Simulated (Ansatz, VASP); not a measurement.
# Two plane-wave programs on Sn

The input INCAR:

```
ALGO = Normal
EDIFF = 1E-7
ENCUT = 520
GGA = PS
ISIF = 2
ISMEAR = -1
LASPH = True
LCHARG = False
LREAL = False
LWAVE = False
NBANDS = 13
NELM = 60
PREC = Accurate
SIGMA = 0.1
```

File KPOINTS:

```
k-points
0
Gamma
  8 8 8
```

Contents of POSCAR:

```
Sn
1.0
   -1.7477938853      1.7876659071      2.1322813260
    1.7477938853     -1.7876659071      2.1322813260
    1.7477938853      1.7876659071     -2.1322813260
Sn
1
Direct
    0.0033238040     -0.0009931105     -0.0019548735
```

Input for Ansatz:

```yaml
crystal:
  lattice:
    - [-1.7477938852749078, 1.7876659070614107, 2.132281325989439]
    - [1.747793885274897, -1.7876659070614018, 2.132281325989405]
    - [1.7477938852749064, 1.7876659070613983, -2.1322813259894295]
  atoms:
    - { symbol: Sn, position: [0.0033238040347604897, -0.0009931105435183475, -0.0019548734617855805] }
kpoints:
  mp_grid:
    grid: [8, 8, 8]
hamiltonian:
  xc: pbesol
  pseudopotentials:
    kind: paw
scf:
  occupations:
    method: fermi_dirac
output:
  forces: true
  stress: true
```

Alike in both runs: task single point; functional PBEsol; k mesh 8 × 8 × 8; no spin polarisation.

```csv
,VASP,Ansatz
version,VASP 6.6.1,Ansatz 0.2.0
potentials or method,"VASP PAW PBE potentials, release 64 (Sn_d)","plane waves, PAW"
plane-wave cutoff (eV),520,420
occupations,"fermi-dirac, width 0.1 eV",fermi-dirac
valence electrons in the cell,14,14
```

Ansatz gave:

```
pressure (GPa)                                                : -0.9
traceless stress, the component that is largest in VASP (GPa) : -0.43
```

Question: Which values does VASP return?

Answer: Pressure (GPa): -1.0; traceless stress, the component that is largest in VASP (GPa): -0.43.

VASP's potentials were made for PBE, not for PBEsol.
